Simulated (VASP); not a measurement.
# SiC in VASP: further runs

Runs on SiC. Level: PBE. Tasks: single point, relaxation of cell and atoms.

All numbers are computed with VASP 6.6.1; they aren't measurements. Logs are shortened: lines on timing, memory, paths and dates and some standing lists are left out, and cuts for length are marked.

## (1) The cell of the first run

Symmetry: R3m, No. 160, trigonal system. The conventional cell has a = 3.099 Å, b = 3.099 Å, c = 10.835 Å, α = 90.00°, β = 90.00°, γ = 120.00°. Si (site symmetry 3m) has 3 C at 1.79 Å within 2.4 Å. Within 2.4 Å of C (site symmetry 3m) lie 3 Si at 1.79 Å.

## (2) Single point, PBE

Input file INCAR:

```
SYSTEM = SiC
ALGO     = Normal         ! electronic algorithm
EDIFF    = 1E-6           ! SCF threshold, eV
ENCUT    = 520            ! plane-wave cutoff, eV
GGA      = PE             ! functional
ISIF     = 2              ! what is computed and relaxed
ISMEAR   = 0              ! smearing method
LASPH    = .True.         ! aspherical terms in the spheres
LCHARG   = .True.         ! write CHGCAR
LELF     = .True.         ! ELF
LREAL    = .False.        ! projectors in reciprocal space
LVHAR    = .True.       
LWAVE    = .False.        ! write WAVECAR
NBANDS   = 11             ! bands
NELM     = 100            ! most SCF steps
PREC     = Accurate       ! precision mode
SIGMA    = 0.1            ! smearing width, eV
```

Input file KPOINTS:

```
k-points
0
Gamma
  6 6 6
  0 0 0
```

Input file POSCAR:

```
SiC
1.0
    1.5494559126      0.8945787882      3.6118276604
   -1.5494559126      0.8945787882      3.6118276604
    0.0000000000     -1.7891575764      3.6118276604
Si C
1 1
Direct
    0.8347456299      0.8347456299      0.8347456299
    0.1651956285      0.1651956285      0.1651956285
```

Potentials or basis: VASP PAW PBE potentials, release 64 (Si, C).

Launch:

```console
> cat potpaw_PBE.64/Si/POTCAR potpaw_PBE.64/C/POTCAR > POTCAR
> mpirun -np 1 vasp_std > vasp.out
```

OUTCAR:

```text
SYSTEM = SiC
   EDIFF = 1E-6
   ENCUT = 520
   GGA = PE
   ISIF = 2
   ISMEAR = 0
   LASPH = .True.
   LREAL = .False.
   NELM = 100
   PREC = Accurate

 ion  position               nearest neighbor table
   1  0.835  0.835  0.835-   2 1.79   2 1.79   2 1.79
   2  0.165  0.165  0.165-   1 1.79   1 1.79   1 1.79

  LATTYP: Found a trigonal (rhomboedric) cell.
 ALAT       =     4.0306803249
 COS(alpha) =     0.7044494772

  Lattice vectors:

 A1 = (   1.5494559126,   0.8945787882,   3.6118276604)
 A2 = (  -1.5494559126,   0.8945787882,   3.6118276604)
 A3 = (   0.0000000000,  -1.7891575764,   3.6118276604)

Analysis of symmetry for initial positions (statically):
=====================================================================
 Subroutine PRICEL returns:
 Original cell was already a primitive cell.

 Routine SETGRP: Setting up the symmetry group for a
 trigonal (rhombohedral) supercell.

 Subroutine GETGRP returns: Found  6 space group operations
 (whereof  6 operations were pure point group operations)
 out of a pool of 12 trial point group operations.

The static configuration has the point symmetry C_3v.

Analysis of symmetry for dynamics (positions and initial velocities):
=====================================================================
 Subroutine PRICEL returns:
 Original cell was already a primitive cell.

 Routine SETGRP: Setting up the symmetry group for a
 trigonal (rhombohedral) supercell.

 Subroutine GETGRP returns: Found  6 space group operations
 (whereof  6 operations were pure point group operations)
 out of a pool of 12 trial point group operations.

The dynamic configuration has the point symmetry C_3v.

 Subroutine INISYM returns: Found  6 space group operations
 (whereof  6 operations are pure point group operations),
 and found     1 'primitive' translations

----------------------------------------------------------------------------------------

                                     Primitive cell

  volume of cell :      30.0384

  direct lattice vectors                    reciprocal lattice vectors
     1.549455913  0.894578788  3.611827660     0.322693919  0.186307421  0.092289379
    -1.549455913  0.894578788  3.611827660    -0.322693919  0.186307421  0.092289379
     0.000000000 -1.789157576  3.611827660     0.000000000 -0.372614841  0.092289379

  length of vectors
     4.030680325  4.030680325  4.030680325     0.383873872  0.383873872  0.383873872

  position of ions in fractional coordinates (direct lattice)
[... 88 lines left out ...]
   TEBEG  =    0.0;   TEEND  =   0.0 temperature during run
   PSTRESS=    0.0 pullay stress
   NELECT =       8.0000    total number of electrons
   NUPDOWN=      -1.0000    fix difference up-down
   EMIN   =  10.00;   EMAX   =-10.00  energy-range for DOS
   EFERMI =   0.00;   METHOD = LEGACY
   ISMEAR =     0;   SIGMA  =   0.10  broadening in eV -4-tet -1-fermi 0-gaus
   EFERMI_NEDOS =   21; number of points for ismear=-14 and -15
   IALGO  =     38    algorithm
   IMIX   =      4    mixing-type and parameters
     AMIX     =   0.40;   BMIX     =  1.00
     AMIX_MAG =   1.60;   BMIX_MAG =  1.00
  volume/ion in A,a.u.               =      15.02       101.35
  Fermi-wavevector in a.u.,A,eV,Ry     =   1.053286  1.990421 15.094446  1.109410
  Thomas-Fermi vector in A             =   2.188401
   LORBIT       =      0    0 simple, 1 ext, 2 COOP (PROOUT), +10 PAW based schemes
   GGA     = PE    functional components
   LHFCALC =     F    Hartree Fock is set to
   AEXX    =    0.0000 exact exchange contribution
   IVDW    =     0    specifies the selected vdW correction
   LEPSILON=     F    determine dielectric tensor
   LRPA    =     F    only Hartree local field effects (RPA)
 non-spin polarized calculation
 Gauss-broadening in eV      SIGMA  =   0.10
  energy-cutoff  :      520.00
  volume of cell :       30.04
 maximum number of plane-waves:       829
 NGX is ok and might be reduce to    30

 number of electron       8.0000000 magnetization

 Free energy of the ion-electron system (eV)
  ---------------------------------------------------
  ext. energy  EPLUGINS =         0.00000000
  ---------------------------------------------------
  free energy    TOTEN  =       -14.07212670 eV

  energy without entropy =      -14.07212670  energy(sigma->0) =      -14.07212670

 E-fermi :   4.3613     XC(G=0):  -9.3985

 val. band max:        3.9256254834   @ k =  -0.3333   0.1667   0.0000
 cond. band min:       5.8476594580   @ k =   0.5000   0.5000   0.0000
 fundamental gap:      1.9220339747
 Fermi energy:         4.3612644133

 k-point     1 :       0.0000    0.0000    0.0000
  band No.  band energies     occupation
      1      -9.8171      2.00000
      2       1.7967      2.00000
      3       2.7543      2.00000
      4       2.7543      2.00000
      5       6.6062      0.00000
      6      11.6318      0.00000
      7      11.6318      0.00000
      8      12.4434      0.00000
      9      13.6522      0.00000
     10      18.7191      0.00000
     11      18.9575      0.00000
[... 309 lines left out ...]
 k-point    24 :      -0.3333    0.5000    0.1667
  band No.  band energies     occupation
      1      -6.7329      2.00000
      2      -3.0134      2.00000
      3      -0.1510      2.00000
      4       2.3869      2.00000
      5       7.1677      0.00000
      6       9.7550      0.00000
      7      12.8073      0.00000
      8      14.0747      0.00000
      9      17.1356      0.00000
     10      18.6943      0.00000
     11      20.2012      0.00000

 [... further k-points ...]

------------------------ aborting loop because EDIFF is reached ----------------------------------------

  FORCE on cell =-STRESS in cart. coord.  units (eV):
  Direction    XX          YY          ZZ          XY          YZ          ZX
  --------------------------------------------------------------------------------------
  -------------------------------------------------------------------------------------
  Total       -0.0353901     -0.0353901      0.0185187      0.0000000      0.0000000     -0.0000000
  in kB       -1.8876283     -1.8876283      0.9877454      0.0000000      0.0000000     -0.0000000
  external PRESSURE =      -0.9291704 kB  Pullay stress =       0.0000000 kB

 VOLUME and BASIS-vectors are now :
 -----------------------------------------------------------------------------
  energy-cutoff  :      520.00
  volume of cell :       30.04
      direct lattice vectors                 reciprocal lattice vectors
     1.549455913  0.894578788  3.611827660     0.322693919  0.186307421  0.092289379
    -1.549455913  0.894578788  3.611827660    -0.322693919  0.186307421  0.092289379
     0.000000000 -1.789157576  3.611827660     0.000000000 -0.372614841  0.092289379

 POSITION                                       TOTAL-FORCE (eV/Angst)
 -----------------------------------------------------------------------------------
      0.00000      0.00000      9.04487         0.000000     -0.000000     -0.001079
      0.00000      0.00000      1.78997         0.000000      0.000000      0.001079
 -----------------------------------------------------------------------------------
    total drift:                               -0.000000      0.000000     -0.000026

  FREE ENERGIE OF THE ION-ELECTRON SYSTEM (eV)
  ---------------------------------------------------
  free  energy   TOTEN  =       -14.0721266957 eV

  energy  without entropy=      -14.0721266957  energy(sigma->0) =      -14.07212670
```

OSZICAR:

```text
N       E                     dE             d eps       ncg     rms          rms(c)
DAV:   1     0.949124736803E+01    0.94912E+01   -0.37849E+03   704   0.615E+02
DAV:   2    -0.156268008592E+02   -0.25118E+02   -0.23730E+02   925   0.108E+02
DAV:   3    -0.166633626805E+02   -0.10366E+01   -0.10344E+01   851   0.207E+01
DAV:   4    -0.166716031815E+02   -0.82405E-02   -0.82400E-02   789   0.226E+00
DAV:   5    -0.166716742071E+02   -0.71026E-04   -0.71025E-04   857   0.201E-01    0.958E+00
DAV:   6    -0.141418992171E+02    0.25298E+01   -0.10940E+01   761   0.137E+01    0.378E+00
DAV:   7    -0.140926501684E+02    0.49249E-01   -0.35215E-01   808   0.359E+00    0.197E+00
DAV:   8    -0.140715756392E+02    0.21075E-01   -0.52370E-02   782   0.137E+00    0.218E-01
DAV:   9    -0.140718198920E+02   -0.24425E-03   -0.32305E-03   869   0.317E-01    0.109E-01
DAV:  10    -0.140720989958E+02   -0.27910E-03   -0.58863E-04   773   0.133E-01    0.340E-02
DAV:  11    -0.140721201135E+02   -0.21118E-04   -0.27534E-05   889   0.277E-02    0.233E-02
DAV:  12    -0.140721266029E+02   -0.64894E-05   -0.11516E-05   788   0.200E-02    0.393E-03
DAV:  13    -0.140721266957E+02   -0.92795E-07   -0.80079E-07   663   0.470E-03
   1 F= -.14072127E+02 E0= -.14072127E+02  d E =-.194682E-10
```

stdout:

```text
POSCAR found type information on POSCAR SiC
 POSCAR found :  2 types and       2 ions
 scaLAPACK will be used
 LDA part: xc-table for (Slater+PW92), standard interpolation
 POSCAR, INCAR and KPOINTS ok, starting setup
 FFT: planning ... GRIDC
 FFT: planning ... GRID_SOFT
 FFT: planning ... GRID
 WAVECAR not read
 entering main loop
```

Run time: 27 s. Hardware: 1 thread of AMD EPYC 7R13, shared host; peak memory 0.13 GiB.

What came out:

```yaml
Free_energy: -14.0721 eV
Pressure: -0.1 GPa
Band_gap_on_the_k_mesh: 1.92 eV, indirect (least direct gap 2.67 eV)
```

Stress tensor (GPa, compression positive):
```
-0.19  0.00  0.00
 0.00 -0.19  0.00
 0.00  0.00  0.10
```

Levels at points of the mesh, in eV from the valence-band top:
| k point | band 2 | band 3 | band 4 | band 5 | band 6 | band 7 |
| --- | --- | --- | --- | --- | --- | --- |
| (0.00, 0.00, 0.00) | -2.13 | -1.17 | -1.17 | 2.68 | 7.71 | 7.71 |
| (0.50, 0.00, 0.00) | -7.84 | -2.64 | -0.14 | 2.96 | 4.44 | 8.03 |
| (0.50, 0.50, 0.00) | -7.65 | -2.79 | -1.07 | 1.92 | 3.94 | 9.68 |
| (0.50, 0.50, 0.50) | -4.83 | -1.22 | -1.22 | 5.86 | 7.51 | 7.51 |

A k mesh can miss the band edges.

## (3) Single point, PBE

This run uses another cell than the first one, of the same volume but with other edges.

Input file INCAR:

```
SYSTEM = SiC
ALGO = Normal
EDIFF = 1E-6
ENCUT = 520
GGA = PE
ISIF = 2
ISMEAR = 0
LASPH = .TRUE.
LCHARG = .FALSE.
LREAL = .FALSE.
LWAVE = .FALSE.
NBANDS = 11
NELM = 60
PREC = Accurate
SIGMA = 0.1
```

Input file KPOINTS:

```
k-points
0
G
  8 8 4
  0 0 0
```

Input file POSCAR:

```
SiC
1.0
    2.6438187547     -1.5490076833     -0.4626576371
    2.6438187547      1.5490076833     -0.4626576371
   -1.1321563992      0.0000000000      3.8648281961
Si C
1 1
Direct
    0.8347456299      0.8347456299      0.5043250022
    0.1652543701      0.1652543701      0.4956749978
```

Potentials or basis: VASP PAW PBE potentials, release 64 (Si, C).

Launch:

```console
> cat potpaw_PBE.64/Si/POTCAR potpaw_PBE.64/C/POTCAR > POTCAR
> mpirun -np 1 vasp_std > vasp.out
```

Run time: 45 s. Hardware: 1 thread of AMD EPYC 7R13, shared host; peak memory 0.12 GiB.

The run converged. Its results:

```yaml
Free_energy: -14.0754 eV
Pressure: 0.0 GPa
Largest_force: 0.015 eV/Å
Band_gap_on_the_k_mesh: 1.75 eV, indirect (least direct gap 2.66 eV)
```

Forces in eV/Å, atoms in the order of the input:
```
Si   0.015  0.000 -0.004
C   -0.015  0.000  0.004
```

Stress tensor (GPa, compression positive):
```
-0.20  0.00  0.02
 0.00  0.00  0.00
 0.02  0.00  0.07
```

Levels at points of the mesh, in eV from the valence-band top:
| k point | band 1 | band 2 | band 3 | band 4 | band 5 | band 6 | band 7 | band 8 | band 9 |
| --- | --- | --- | --- | --- | --- | --- | --- | --- | --- |
| (0.00, 0.00, 0.00) | -13.91 | -2.30 | -1.34 | -1.34 | 2.52 | 7.54 | 7.55 | 8.35 | 9.56 |
| (0.50, 0.00, 0.00) | -10.84 | -8.01 | -2.81 | -0.30 | 2.80 | 4.28 | 7.86 | 11.14 | 11.14 |
| (0.50, 0.50, 0.00) | -10.71 | -7.82 | -2.96 | -1.23 | 1.77 | 3.78 | 9.50 | 12.28 | 13.95 |
| (0.00, 0.00, 0.50) | -13.51 | -5.00 | -1.39 | -1.39 | 5.69 | 7.34 | 7.36 | 7.95 | 13.05 |
| (0.50, 0.00, 0.50) | -10.70 | -7.82 | -2.96 | -1.24 | 1.75 | 3.78 | 9.53 | 12.27 | 13.95 |
| (0.50, 0.50, 0.50) | -10.84 | -8.01 | -2.81 | -0.32 | 2.78 | 4.28 | 7.87 | 11.15 | 11.16 |

Caveat: the k points lie up to 0.43 Å⁻¹ apart.

## (4) Relaxation of cell and atoms, PBE

Input file INCAR:

```
PREC     = Accurate       # precision mode
ENCUT    = 600            # plane-wave cutoff, eV
EDIFF    = 1E-6           # SCF threshold, eV
ISMEAR   = 0              # smearing method
SIGMA    = 0.1            # smearing width, eV
LREAL    = F              # projectors in reciprocal space
LASPH    = T              # aspherical terms in the spheres
NELM     = 80             # most SCF steps
ALGO     = Normal         # electronic algorithm
ISIF     = 3              # what is computed and relaxed
LWAVE    = F              # write WAVECAR
LCHARG   = F              # write CHGCAR
GGA      = PE             # functional
IBRION   = 2              # ionic algorithm
NSW      = 90             # ionic steps
EDIFFG   = -0.04          # ionic threshold
```

Input file KPOINTS:

```
regular mesh
0
Gamma
  6 6 6
```

Input file POSCAR:

```
SiC
1.0
    1.5494559126      0.8945787882      3.6118276604
   -1.5494559126      0.8945787882      3.6118276604
    0.0000000000     -1.7891575764      3.6118276604
Si C
1 1
Direct
    0.8347456299      0.8347456299      0.8347456299
    0.1651956285      0.1651956285      0.1651956285
```

Launch:

```console
> cat potpaw_PBE.64/Si/POTCAR potpaw_PBE.64/C/POTCAR > POTCAR
> mpirun -np 1 vasp_std > vasp.out
```

It took 26 s on 1 thread of AMD EPYC 7R13, shared host; peak memory 0.14 GiB.

It converged, with:

```yaml
Free_energy: -14.0733 eV
Pressure_after_relaxing: -0.2 GPa
Band_gap_on_the_k_mesh: 1.92 eV, indirect (least direct gap 2.67 eV)
```

Stress tensor (GPa, compression positive):
```
-0.29  0.00  0.00
 0.00 -0.29  0.00
 0.00  0.00  0.03
```

Final structure:
```
Si C
1.0
     1.54946    0.89458    3.61183
    -1.54946    0.89458    3.61183
     0.00000   -1.78916    3.61183
Si C
1 1
Direct
  0.83475 0.83475 0.83475
  0.16520 0.16520 0.16520
```

Levels at points of the mesh, in eV from the valence-band top:
| k point | band 2 | band 3 | band 4 | band 5 | band 6 | band 7 |
| --- | --- | --- | --- | --- | --- | --- |
| (0.00, 0.00, 0.00) | -2.13 | -1.17 | -1.17 | 2.68 | 7.71 | 7.71 |
| (0.50, 0.00, 0.00) | -7.84 | -2.64 | -0.14 | 2.96 | 4.44 | 8.03 |
| (0.50, 0.50, 0.00) | -7.65 | -2.79 | -1.07 | 1.92 | 3.94 | 9.68 |
| (0.50, 0.50, 0.50) | -4.83 | -1.22 | -1.22 | 5.86 | 7.51 | 7.51 |

Caveat: the relaxation stopped at its first step, so nothing moved. A k mesh can miss the band edges.

## (5) Single point, PBE

This run uses another cell than the first one, of 15.12 Å³/atom, 1.007 times its volume.

Input file INCAR:

```
SYSTEM = SiC
ALGO = Normal
EDIFF = 1E-7
ENCUT = 520
GGA = PE
ISIF = 2
ISMEAR = 0
LASPH = .True.
LCHARG = .False.
LREAL = .False.
LWAVE = .False.
NBANDS = 11
NELM = 100
PREC = Accurate
SIGMA = 0.02
```

Input file KPOINTS:

```
k-points
0
Gamma
  12 12 12
  0 0 0
```

Input file POSCAR:

```
SiC
1.0
    1.5491933272      0.8944271845      3.6368493038
   -1.5491933272      0.8944271845      3.6368493038
    0.0000000000     -1.7888543689      3.6368493038
Si C
1 1
Direct
    0.1653492805      0.1653492805      0.1653492805
    0.8347094611      0.8347094611      0.8347094611
```

Launch:

```console
> cat potpaw_PBE.64/Si/POTCAR potpaw_PBE.64/C/POTCAR > POTCAR
> mpirun -np 1 vasp_std > vasp.out
```

Run time: 2.7 min. Hardware: 1 thread of AMD EPYC 7R13, shared host; peak memory 0.17 GiB.

The run converged. Its results:

```yaml
Free_energy: -14.0759 eV
Pressure: 0.0 GPa
Largest_force: 0.004 eV/Å
Band_gap_on_the_k_mesh: 1.77 eV, indirect (least direct gap 2.66 eV)
```

Forces on the atoms (eV/Å):
```
Si   0.000  0.000  0.004
C    0.000  0.000 -0.004
```

Levels at points of the mesh, in eV from the valence-band top:
```csv
k point,band 1,band 2,band 3,band 4,band 5,band 6,band 7,band 8
"(0.00, 0.00, 0.00)",-13.90,-2.35,-1.34,-1.34,2.50,7.54,7.54,8.32
"(0.50, 0.00, 0.00)",-10.84,-8.01,-2.81,-0.32,2.79,4.25,7.85,11.09
"(0.50, 0.50, 0.00)",-10.71,-7.83,-2.95,-1.22,1.77,3.79,9.48,12.22
"(0.50, 0.50, 0.50)",-13.52,-4.96,-1.39,-1.39,5.68,7.36,7.36,7.91
```

A k mesh can miss the band edges. A hybrid or GW would open this gap; PBE tends to underestimate it.

## (6) The runs side by side

```csv
task,cell,k mesh,cutoff (eV),smearing,gap on the mesh (eV),pressure (GPa)
single point,"a = 4.031 Å, angles 45.2°, 2 atoms",6 × 6 × 6,520,gaussian 0.1 eV,1.92,-0.1
single point,"a = 3.099, b = 3.099, c = 4.027 Å, angles 112.5, 112.5, 60.0°, 2 atoms",8 × 8 × 4,520,gaussian 0.1 eV,1.75,0.0
relaxation of cell and atoms,"relaxed from a = 4.031 Å, angles 45.2°, 2 atoms",6 × 6 × 6,600,gaussian 0.1 eV,1.92,-0.2
single point,"a = 4.053 Å, angles 44.9°, 2 atoms",12 × 12 × 12,520,gaussian 0.02 eV,1.77,0.0
```

Alike in all rows: level PBE; potentials or basis VASP PAW PBE potentials, release 64 (Si, C); no spin polarisation.

Caveats: some runs use coarse meshes; the relaxation stopped at its first step, so nothing moved (some runs).

Total energies depend on the potentials used, so only differences within one code and one set of settings carry meaning.
